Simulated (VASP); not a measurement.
Here is a VASP 6.6.1 calculation.

Contents of POSCAR:

```
SnO2
1.0
    4.7598181121      0.0000000000      0.0000000000
    0.0000000000      4.7600576133      0.0000000000
    0.0000000000      0.0000000000      3.2007107582
Sn O
2 4
Direct
    0.5000000000      0.5000000000      0.5000000000
    0.0000000000      0.0000000000      0.0000000000
    0.2724353669      0.3393804389      0.0000000000
    0.7724353669      0.1606195611      0.5000000000
    0.2275646331      0.8393804389      0.5000000000
    0.7275646331      0.6606195611      0.0000000000
```

The input INCAR.step1:

```
ALGO     = Normal         # electronic algorithm
EDIFF    = 1E-4           # SCF threshold, eV
ENCUT    = 520            # plane-wave cutoff, eV
GGA      = PE             # functional
ISMEAR   = 0              # smearing method
LASPH    = T              # aspherical terms in the spheres
LCHARG   = F              # write CHGCAR
LREAL    = F              # projectors in reciprocal space
LWAVE    = T              # write WAVECAR
NBANDS   = 35             # bands
NELM     = 80             # most SCF steps
PREC     = Accurate       # precision mode
SIGMA    = 0.05           # smearing width, eV
```

INCAR.step2

```
ALGO     = Normal         # electronic algorithm
EDIFF    = 1E-7           # SCF threshold, eV
ENCUT    = 520            # plane-wave cutoff, eV
ISIF     = 2              # what is computed and relaxed
ISMEAR   = 0              # smearing method
ISTART   = 1            
LASPH    = T              # aspherical terms in the spheres
LCHARG   = T              # write CHGCAR
LELF     = T              # ELF
LMIXTAU  = T            
LREAL    = F              # projectors in reciprocal space
LVHAR    = T            
LWAVE    = F              # write WAVECAR
METAGGA  = R2SCAN         # meta-GGA
NBANDS   = 35             # bands
NELM     = 80             # most SCF steps
PREC     = Accurate       # precision mode
SIGMA    = 0.05           # smearing width, eV
```

KPOINTS

```
k-points
0
Gamma
  6 6 8
```

Potentials or basis: VASP PAW PBE potentials, release 64 (Sn_d, O).

Run with:

```bash
$ cat potpaw_PBE.64/Sn_d/POTCAR potpaw_PBE.64/O/POTCAR > POTCAR
$ cp INCAR.step1 INCAR
$ mpirun -np 1 vasp_std > vasp.out
$ cp INCAR.step2 INCAR
$ mpirun -np 1 vasp_std > vasp.out
```

(1) What does it give for the pressure?

(2) Predict the largest force.

(3) What does it give for the band gap on the k mesh?

Results:

(1) -1.4 GPa.

(2) 0.305 eV/Å.

(3) 1.98 eV (least direct gap 2.00 eV).

Caveat: the cell differs from its parent crystal (atoms displaced along a vibrational mode); the PAW data sets were made with another functional, which shifts forces and pressure a little; spin-orbit coupling is left out, which moves the levels of the heavy elements.
